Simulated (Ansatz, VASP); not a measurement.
## MgS in VASP and in Ansatz

The input POSCAR:

```
MgS
1.0
    4.2300569162      0.0000000000      0.0000000000
   -2.1150284581      3.4888921417      0.0000000000
    0.0000000000      0.0000000000      6.4543927861
Mg S
2 2
Direct
    0.3328960439      0.6657920877     -0.0052359869
    0.6671039561      0.3342079123      0.4947640131
    0.3272399667      0.6544799333      0.3802359869
    0.6727600333      0.3455200667      0.8802359869
```

INCAR.step1

```
PREC = Accurate
ENCUT = 520
ISMEAR = 0
SIGMA = 0.01
LREAL = F
LASPH = T
NELM = 100
NBANDS = 16
GGA = PE
ALGO = Normal
EDIFF = 1E-4
LWAVE = T
LCHARG = F
```

The input INCAR.step2:

```
PREC = Accurate
ENCUT = 520
EDIFF = 1E-6
ISMEAR = 0
SIGMA = 0.01
LREAL = F
LASPH = T
NELM = 100
ALGO = Normal
ISIF = 2
LWAVE = F
LCHARG = F
METAGGA = R2SCAN
LMIXTAU = T
NBANDS = 16
ISTART = 1
```

Contents of KPOINTS:

```
Automatic mesh
0
Gamma
  12 12 4
```

Input for Ansatz:

```yaml
crystal:
  lattice:
    - [4.2300569162, 0.0, 0.0]
    - [-2.1150284581, 3.4888921417, 0.0]
    - [0.0, 0.0, 6.4543927861]
  atoms:
    - { symbol: Mg, position: [0.3328960439, 0.6657920877, -0.0052359869] }
    - { symbol: Mg, position: [0.6671039561, 0.3342079123, 0.4947640131] }
    - { symbol: S, position: [0.3272399667, 0.6544799333, 0.3802359869] }
    - { symbol: S, position: [0.6727600333, 0.3455200667, 0.8802359869] }
kpoints:
  mp_grid: { grid: [12, 12, 4] }
  band_path:
    path:
      - [0.0, 0.0, 0.0]
      - [0.5, 0.0, 0.0]
      - [0.3333333333, 0.3333333333, 0.0]
      - [0.0, 0.0, 0.5]
      - [0.5, 0.0, 0.5]
      - [0.3333333333, 0.3333333333, 0.5]
    npoints: 1
hamiltonian:
  xc: r2scan
scf:
  occupations: { method: fixed }
  n_extra_bands: 5
output:
  forces: true
  stress: true
  eigenvalues: true
```

Change from the starting cell: uniaxial_x strain +5.0%.

Alike in both runs: task single point; functional r2SCAN; k mesh 12 × 12 × 4; no spin polarisation.

```csv
,VASP,Ansatz
version,VASP 6.6.1,Ansatz 0.2.0
potentials or method,"VASP PAW PBE potentials, release 64 (Mg, S)","plane waves, PAW"
plane-wave cutoff (eV),520,500
occupations,"gaussian, width 0.01 eV",fixed
valence electrons in the cell,16,32
```

|  | VASP | Ansatz | Ansatz less VASP |
| --- | --- | --- | --- |
| gap on the k mesh at the Fermi level (eV) | 3.78 | 3.80 | +0.014 |
| pressure (GPa) | -3.0 | -2.8 | +0.28 |
| traceless stress, the component that is largest in VASP (GPa) | -1.43 | -1.40 | +0.024 |

VASP's potentials were made for PBE, not for r2SCAN. VASP's potentials hold 16 valence electrons a cell and Ansatz's 32, so a difference there can come from the potentials and not from the codes.
